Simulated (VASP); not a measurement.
# SiNi (CsCl type) (Pm-3m) in VASP: relaxation of cell and atoms with PBE

Aim: the relaxation of cell and atoms of SiNi (CsCl type) with PBE.

Everything below comes from runs of VASP 6.6.1. Logs are shortened: lines on timing, memory, paths and dates and some standing lists are left out, and cuts for length are marked.

## (1) The cell of the first run

Symmetry: Pm-3m, No. 221, cubic system. Conventional cell: a = 2.915 Å, b = 2.915 Å, c = 2.915 Å, α = 90.00°, β = 90.00°, γ = 90.00°. Within 3.3 Å of Ni (site symmetry m-3m) lie 8 Si at 2.52 Å and 6 Ni at 2.92 Å. Si (site symmetry m-3m) has 8 Ni at 2.52 Å and 6 Si at 2.92 Å within 3.3 Å.

## (2) Relaxation of cell and atoms, PBE, target pressure 0.087 GPa, at which the enthalpy is minimised

Contents of INCAR:

```
ALGO = Normal
EDIFF = 1E-6
EDIFFG = -0.005
ENCUT = 600
GGA = PE
IBRION = 2
ISIF = 3
ISMEAR = -1
LASPH = True
LCHARG = False
LREAL = False
LWAVE = False
NELM = 80
NSW = 60
PREC = Accurate
PSTRESS = 0.8699999999999999
SIGMA = 0.1
```

Contents of KPOINTS:

```
k-points
0
Gamma
  14 14 14
```

Contents of POSCAR:

```
SiNi
1.0
    2.9150338986      0.0000000000      0.0000000000
    0.0000000000      2.9150338986      0.0000000000
    0.0000000000      0.0000000000      2.9150338986
Ni Si
1 1
Direct
    0.0000000000      0.0000000000      0.0000000000
    0.5000000000      0.5000000000      0.5000000000
```

Potentials or basis: VASP PAW PBE potentials, release 64 (Ni, Si).

Command:

```bash
$ cat potpaw_PBE.64/Ni/POTCAR potpaw_PBE.64/Si/POTCAR > POTCAR
$ mpirun -np 1 vasp_std > vasp.out
```

OUTCAR:

```text
EDIFF = 1E-6
   EDIFFG = -0.005
   ENCUT = 600
   GGA = PE
   IBRION = 2
   ISIF = 3
   ISMEAR = -1
   LASPH = True
   LREAL = False
   NELM = 80
   NSW = 60
   PREC = Accurate
   PSTRESS = 0.8699999999999999

 ion  position               nearest neighbor table
   1  0.000  0.000  0.000-   2 2.52   2 2.52   2 2.52   2 2.52   2 2.52   2 2.52   2 2.52   2 2.52

   2  0.500  0.500  0.500-   1 2.52   1 2.52   1 2.52   1 2.52   1 2.52   1 2.52   1 2.52   1 2.52

  LATTYP: Found a simple cubic cell.
 ALAT       =     2.9150338986

  Lattice vectors:

 A1 = (   2.9150338986,   0.0000000000,   0.0000000000)
 A2 = (   0.0000000000,   2.9150338986,   0.0000000000)
 A3 = (   0.0000000000,   0.0000000000,   2.9150338986)

Analysis of symmetry for initial positions (statically):
=====================================================================
 Subroutine PRICEL returns:
 Original cell was already a primitive cell.

 Routine SETGRP: Setting up the symmetry group for a
 simple cubic supercell.

 Subroutine GETGRP returns: Found 48 space group operations
 (whereof 48 operations were pure point group operations)
 out of a pool of 48 trial point group operations.

The static configuration has the point symmetry O_h .

Analysis of symmetry for dynamics (positions and initial velocities):
=====================================================================
 Subroutine PRICEL returns:
 Original cell was already a primitive cell.

 Routine SETGRP: Setting up the symmetry group for a
 simple cubic supercell.

 Subroutine GETGRP returns: Found 48 space group operations
 (whereof 48 operations were pure point group operations)
 out of a pool of 48 trial point group operations.

The dynamic configuration has the point symmetry O_h .

 Subroutine INISYM returns: Found 48 space group operations
 (whereof 48 operations are pure point group operations),
 and found     1 'primitive' translations

----------------------------------------------------------------------------------------

                                     Primitive cell

  volume of cell :      24.7703

  direct lattice vectors                    reciprocal lattice vectors
     2.915033899  0.000000000  0.000000000     0.343049184  0.000000000  0.000000000
     0.000000000  2.915033899  0.000000000     0.000000000  0.343049184  0.000000000
     0.000000000  0.000000000  2.915033899     0.000000000  0.000000000  0.343049184

  length of vectors
     2.915033899  2.915033899  2.915033899     0.343049184  0.343049184  0.343049184

  position of ions in fractional coordinates (direct lattice)
     0.000000000  0.000000000  0.000000000
     0.500000000  0.500000000  0.500000000

  ion indices of the primitive-cell ions
   primitive index   ion index
                 1           1
                 2           2

----------------------------------------------------------------------------------------

 KPOINTS: k-points

Automatic generation of k-mesh.
 Grid dimensions read from file:
 generate k-points for:   14   14   14

 Generating k-lattice:

  Cartesian coordinates                     Fractional coordinates (reciprocal lattice)
     0.024503513  0.000000000  0.000000000     0.071428571  0.000000000  0.000000000
     0.000000000  0.024503513  0.000000000     0.000000000  0.071428571  0.000000000
     0.000000000  0.000000000  0.024503513     0.000000000  0.000000000  0.071428571

  Length of vectors
     0.024503513  0.024503513  0.024503513

  Shift w.r.t. Gamma in fractional coordinates (k-lattice)
     0.000000000  0.000000000  0.000000000

 Subroutine IBZKPT returns following result:
 ===========================================

 Found    120 irreducible k-points:

 Following reciprocal coordinates:
            Coordinates               Weight
  0.000000  0.000000  0.000000      1.000000
  0.071429  0.000000  0.000000      6.000000
  0.142857  0.000000  0.000000      6.000000
  0.214286  0.000000  0.000000      6.000000
  0.285714  0.000000  0.000000      6.000000
  0.357143  0.000000  0.000000      6.000000
[... 16 lines left out ...]
  0.285714  0.214286  0.000000     24.000000
  0.357143  0.214286  0.000000     24.000000
 [... further k-points ...]
   k-points           NKPTS =    120   k-points in BZ     NKDIM =    120   number of bands    NBANDS=     11
   number of dos      NEDOS =    301   number of ions     NIONS =      2
   total plane-waves  NPLWV =  13824
   dimension x,y,z NGX =    24 NGY =   24 NGZ =   24
   dimension x,y,z NGXF=    48 NGYF=   48 NGZF=   48
   ions per type =               1   1
   NGX,Y,Z   is equivalent  to a cutoff of  13.69, 13.69, 13.69 a.u.
   NGXF,Y,Z  is equivalent  to a cutoff of  27.37, 27.37, 27.37 a.u.
 SYSTEM =  unknown system
   PREC   = accura    normal or accurate (medium, high low for compatibility)
   ISTART =      0    job   : 0-new  1-cont  2-samecut
   ICHARG =      2    charge: 1-file 2-atom 10-const
   ISPIN  =      1    spin polarized calculation?
   LNONCOLLINEAR =      F non collinear calculations
   LSORBIT =      F    spin-orbit coupling
   LASPH  =      T    aspherical Exc in radial PAW
   ENCUT  =  600.0 eV  44.10 Ry    6.64 a.u.   5.82  5.82  5.82*2*pi/ulx,y,z
   NELM   =     80;   NELMIN=  2; NELMDL= -5     # of ELM steps
   EDIFF  = 0.1E-05   stopping-criterion for ELM
   LREAL  =      F    real-space projection
   EDIFFG = -.5E-02   stopping-criterion for IOM
   NSW    =     60    number of steps for IOM
   IBRION =      2    ionic relax: 0-MD 1-quasi-New 2-CG
   NFREE  =      1    steps in history (QN), initial steepest desc. (CG)
   ISIF   =      3    stress and relaxation
   ISYM   =      2    0-nonsym 1-usesym 2-fastsym
   POTIM  = 0.5000    time-step for ionic-motion
   TEBEG  =    0.0;   TEEND  =   0.0 temperature during run
   PSTRESS=    0.9 pullay stress
   NELECT =      14.0000    total number of electrons
   NUPDOWN=      -1.0000    fix difference up-down
   EMIN   =  10.00;   EMAX   =-10.00  energy-range for DOS
   EFERMI =   0.00;   METHOD = LEGACY
   ISMEAR =    -1;   SIGMA  =   0.10  broadening in eV -4-tet -1-fermi 0-gaus
   EFERMI_NEDOS =   21; number of points for ismear=-14 and -15
   IALGO  =     38    algorithm
   IMIX   =      4    mixing-type and parameters
     AMIX     =   0.40;   BMIX     =  1.00
     AMIX_MAG =   1.60;   BMIX_MAG =  1.00
  volume/ion in A,a.u.               =      12.39        83.58
  Fermi-wavevector in a.u.,A,eV,Ry     =   1.353549  2.557836 24.927155  1.832094
  Thomas-Fermi vector in A             =   2.480795
   LORBIT       =      0    0 simple, 1 ext, 2 COOP (PROOUT), +10 PAW based schemes
   GGA     = PE    functional components
   LHFCALC =     F    Hartree Fock is set to
   AEXX    =    0.0000 exact exchange contribution
   IVDW    =     0    specifies the selected vdW correction
   LEPSILON=     F    determine dielectric tensor
   LRPA    =     F    only Hartree local field effects (RPA)
 conjugate gradient relaxation of ions
 non-spin polarized calculation
  energy-cutoff  :      600.00
  volume of cell :       24.77
 maximum number of plane-waves:       846
 NGX is ok and might be reduce to    24
   NGX = 11   NGY = 11   NGZ = 11

--------------------------------------- Ionic step        1  -------------------------------------------

 number of electron      14.0000006 magnetization

 Free energy of the ion-electron system (eV)
  ---------------------------------------------------
  ext. energy  EPLUGINS =         0.00000000
  ---------------------------------------------------
  free energy    TOTEN  =       -11.39931814 eV

  energy without entropy =      -11.36941874  energy(sigma->0) =      -11.38436844

------------------------ aborting loop because EDIFF is reached ----------------------------------------

  FORCE on cell =-STRESS in cart. coord.  units (eV):
  Direction    XX          YY          ZZ          XY          YZ          ZX
  --------------------------------------------------------------------------------------
  -------------------------------------------------------------------------------------
  Total       -1.7348101     -1.7348101     -1.7348101      0.0000000      0.0000000     -0.0000000
  in kB     -112.2100346   -112.2100346   -112.2100346      0.0000000      0.0000000     -0.0000000
  external PRESSURE =    -113.0800346 kB  Pullay stress =       0.8700000 kB
[... 61 lines left out ...]
  enthalpy is  TOTEN    =       -11.4287058129 eV   P V=        0.0118196416

--------------------------------------- Ionic step        3  -------------------------------------------

 number of electron      13.9999997 magnetization

 Free energy of the ion-electron system (eV)
  ---------------------------------------------------
  ext. energy  EPLUGINS =         0.00000000
  ---------------------------------------------------
  free energy    TOTEN  =       -11.47185802 eV

  energy without entropy =      -11.45030347  energy(sigma->0) =      -11.46108074

 E-fermi :  11.9020     XC(G=0): -12.5812

 val. band max:       11.8841607961   @ k =   0.5000   0.5000   0.1429
 cond. band min:      11.9596262286   @ k =   0.2143   0.1429   0.1429
 fundamental gap:      0.0754654324
 Fermi energy:        11.9019957843

 k-point     1 :       0.0000    0.0000    0.0000
  band No.  band energies     occupation
      1      -2.1818      2.00000
      2       7.7616      2.00000
      3       7.7616      2.00000
      4       9.6028      2.00000
      5       9.6028      2.00000
      6       9.6028      2.00000
      7      14.3619      0.00000
      8      14.3619      0.00000
      9      14.3619      0.00000
     10      18.6594      0.00000
     11      18.6594      0.00000
[... 309 lines left out ...]
 k-point    24 :       0.3571    0.2143    0.0000
  band No.  band energies     occupation
      1       0.8057      2.00000
      2       5.5558      2.00000
      3       7.8187      2.00000
      4       8.6299      2.00000
      5       8.8981      2.00000
      6       9.3797      2.00000
      7      10.6316      1.99999
      8      13.4052      0.00000
      9      17.9528      0.00000
     10      17.9686      0.00000
     11      20.9815      0.00000

 [... further k-points ...]

------------------------ aborting loop because EDIFF is reached ----------------------------------------

  FORCE on cell =-STRESS in cart. coord.  units (eV):
  Direction    XX          YY          ZZ          XY          YZ          ZX
  --------------------------------------------------------------------------------------
  -------------------------------------------------------------------------------------
  Total        0.0026614      0.0026614      0.0026614     -0.0000000     -0.0000000      0.0000000
  in kB        0.1865227      0.1865227      0.1865227     -0.0000000     -0.0000000      0.0000000
  external PRESSURE =      -0.6834773 kB  Pullay stress =       0.8700000 kB
[... 17 lines left out ...]
  FREE ENERGIE OF THE ION-ELECTRON SYSTEM (eV)
  ---------------------------------------------------
  free  energy   TOTEN  =       -11.4718580156 eV

  energy  without entropy=      -11.4503034669  energy(sigma->0) =      -11.46108074

  enthalpy is  TOTEN    =       -11.4594445522 eV   P V=        0.0124134634

 reached required accuracy - stopping structural energy minimisation
```

It took 24 s on 1 thread of Intel Xeon 6975P-C (Granite Rapids), shared host; peak memory 0.17 GiB.

Results:

| Quantity | Value |
| --- | --- |
| Free energy | -11.4719 eV |
| Relaxed volume | 11.43 Å³/atom |
| Relaxed cell | a = 2.838 Å, b = 2.838 Å, c = 2.838 Å, α = 90.00°, β = 90.00°, γ = 90.00° |
| Space group after relaxing (to 0.1 Å) | Pm-3m (No. 221) |
| Energy change on relaxing (the run minimises the enthalpy) | -36.3 meV/atom |
| Ionic steps | 3 |
| Pressure after relaxing | 0.0 GPa |
| Band gap on the k mesh | zero (bands 7 and 8 overlap by 3.20 eV) |

Step by step:
| step | energy change (eV) | largest force (eV/Å) | pressure (GPa) | volume (Å³) |
| --- | --- | --- | --- | --- |
| 1 | 0.0000 | 0.0000 | -11.22 | 24.77 |
| 2 | -0.0412 | 0.0000 | 9.52 | 21.77 |
| 3 | -0.0725 | 0.0000 | 0.02 | 22.86 |

Final structure:
```xyz
2
Lattice="2.8381 0.0000 0.0000 0.0000 2.8381 0.0000 0.0000 0.0000 2.8381" Properties=species:S:1:pos:R:3 pbc="T T T"
Ni    0.0000    0.0000    0.0000
Si    1.4191    1.4191    1.4191
```

Levels at points of the mesh, in eV from the Fermi level:
```tsv
k point	band 5	band 6	band 7	band 8	band 9	band 10
(0.00, 0.00, 0.00)	-2.30	-2.30	2.46	2.46	2.46	6.76
(0.50, 0.00, 0.00)	-3.27	-2.19	-1.42	6.54	7.01	7.01
(0.50, 0.50, 0.00)	-2.91	-2.91	-1.68	0.15	0.69	7.39
(0.50, 0.50, 0.50)	-1.65	-1.65	0.86	0.86	0.86	2.29
```

Caveat: the cell is relaxed towards a set pressure, so the run minimises the enthalpy, not the energy.
